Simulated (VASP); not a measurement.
Set up this calculation in VASP 6.6.1, as the native input.

| Quantity | Value |
| --- | --- |
| Task | single point |
| Functional | PBE |
| Potentials or basis | VASP PAW PBE potentials, release 64 (Cd, S) |
| Cutoff | 520 eV |
| k mesh | 8 × 8 × 8 |
| Occupations | gaussian, width 0.016 eV |
| Spin | no spin polarisation |
| Dipole correction | no |
| Further INCAR settings | ALGO = Normal; EDIFF = 1e-07; NBANDS = 16 |

The structure of CdS (Hawleyite) lies in POSCAR:

```
CdS
1.0
    0.0000000000      2.9165000000      2.9165000000
    2.9165000000      0.0000000000      2.9165000000
    2.9165000000      2.9165000000      0.0000000000
Cd S
1 1
Direct
    0.0000000000      0.0000000000      0.0000000000
    0.7500000000      0.7500000000      0.7500000000
```

One way to write it, as run:

INCAR

```
SYSTEM = CdS
  PREC = Accurate
  ENCUT = 520
  EDIFF = 1E-7
  ISMEAR = 0
  SIGMA = 0.016
  LREAL = .False.
  LASPH = .True.
  NELM = 80
  ALGO = Normal
  ISIF = 2
  LWAVE = .False.
  LCHARG = .False.
  GGA = PE
  NBANDS = 16
```

KPOINTS

```
regular mesh
0
Gamma
  8 8 8
  0 0 0
```

Potentials or basis: VASP PAW PBE potentials, release 64 (Cd, S).

The run is started by

```bash
$ cat potpaw_PBE.64/Cd/POTCAR potpaw_PBE.64/S/POTCAR > POTCAR
$ mpirun -np 1 vasp_std > vasp.out
```

It gave:

```
Pressure               : 3.2 GPa
Band gap on the k mesh : 1.15 eV, direct
```

Wall time 24 s on 1 thread of Intel(R) Xeon(R) Platinum 8259CL CPU @ 2.50GHz (Skylake/Cascade Lake) (shared host), peak memory 0.18 GiB.
